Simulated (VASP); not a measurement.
A run of VASP 6.6.1 is set up as follows.

Contents of INCAR:

```
  PREC = Accurate
  ENCUT = 520
  EDIFF = 1E-6
  ISMEAR = 0
  SIGMA = 0.02
  LREAL = False
  LASPH = True
  NELM = 80
  ALGO = Normal
  ISIF = 2
  LWAVE = False
  LCHARG = False
  GGA = PE
  NBANDS = 38
```

Contents of KPOINTS:

```
Automatic mesh
0
Gamma
  12 12 4
```

Contents of POSCAR:

```
Y2CdO4
1.0
    3.6748637407      0.0000000000      0.0000000000
   -1.8374318704      3.1825253549      0.0000000000
    0.0000000000      0.0000000000      9.5927236574
Y Cd O
2 1 4
Direct
    0.6666666667      0.3333333333      0.3770085964
    0.3333333333      0.6666666667      0.0263159984
    0.0000000000      0.0000000000      0.7120350685
    0.3333333333      0.6666666667      0.7865910003
    0.3333333333      0.6666666667      0.2647683064
    0.0000000000      0.0000000000      0.4792819139
    0.0000000000      0.0000000000      0.0219991762
```

Potentials or basis: VASP PAW PBE potentials, release 64 (Y_sv, Cd, O).

Run with:

```bash
$ cat potpaw_PBE.64/Y_sv/POTCAR potpaw_PBE.64/Cd/POTCAR potpaw_PBE.64/O/POTCAR > POTCAR
$ mpirun -np 1 vasp_std > vasp.out
```

Problem. Predict the band gap on the k mesh.

Solution. 1.94 eV.

Problem. What does it give for the pressure?

Solution. 0.3 GPa.

Problem. Estimate the largest force.

Solution. 0.069 eV/Å.

Forces on the atoms (eV/Å):
```
Y    0.000  0.000 -0.001
Y    0.000  0.000  0.005
Cd   0.000  0.000  0.001
O    0.000  0.000  0.069
O    0.000  0.000 -0.012
O    0.000  0.000 -0.069
O    0.000  0.000  0.007
```

A k mesh can miss the band edges.
